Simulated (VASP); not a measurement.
A run of VASP 6.6.1 is set up as follows.

Contents of POSCAR:

```
ZrTi
1.0
    3.1222737304      0.0000000000      0.0000000000
    0.0000000000      3.1222737304      0.0000000000
    0.0000000000      0.0000000000      4.2117111656
Zr Ti
1 1
Direct
    0.5000000000      0.5000000000      0.5000000000
    0.0000000000      0.0000000000      0.0000000000
```

The input INCAR.step1:

```
PREC = Accurate
ENCUT = 520
ISMEAR = 1
SIGMA = 0.3
LREAL = F
LASPH = T
NELM = 60
NBANDS = 19
GGA = PE
ALGO = Normal
EDIFF = 1E-4
LWAVE = T
LCHARG = F
```

Contents of INCAR.step2:

```
PREC = Accurate
ENCUT = 520
EDIFF = 1E-6
ISMEAR = 1
SIGMA = 0.3
LREAL = F
LASPH = T
NELM = 60
ALGO = Normal
ISIF = 2
LWAVE = F
LCHARG = T
METAGGA = R2SCAN
LMIXTAU = T
IVDW = 13
VDW_S6 = 1.0
VDW_S8 = 0.6018749
VDW_A1 = 0.51559235
VDW_A2 = 5.77342911
LELF = T
LVHAR = T
NBANDS = 19
ISTART = 1
```

The input KPOINTS:

```
regular mesh
0
Gamma
  9 9 7
```

Potentials or basis: VASP PAW PBE potentials, release 64 (Zr_sv, Ti_sv).

Command:

```bash
$ cat potpaw_PBE.64/Zr_sv/POTCAR potpaw_PBE.64/Ti_sv/POTCAR > POTCAR
$ cp INCAR.step1 INCAR
$ mpirun -np 1 vasp_std > vasp.out
$ cp INCAR.step2 INCAR
$ mpirun -np 1 vasp_std > vasp.out
```

(1) Estimate the dispersion energy per atom.

(2) Estimate the pressure.

Answers

(1) -0.065 eV.

(2) -1.3 GPa.

Caveat: so wide a smearing shifts energies and pressures; the PAW data sets were made with another functional, which shifts forces and pressure a little.
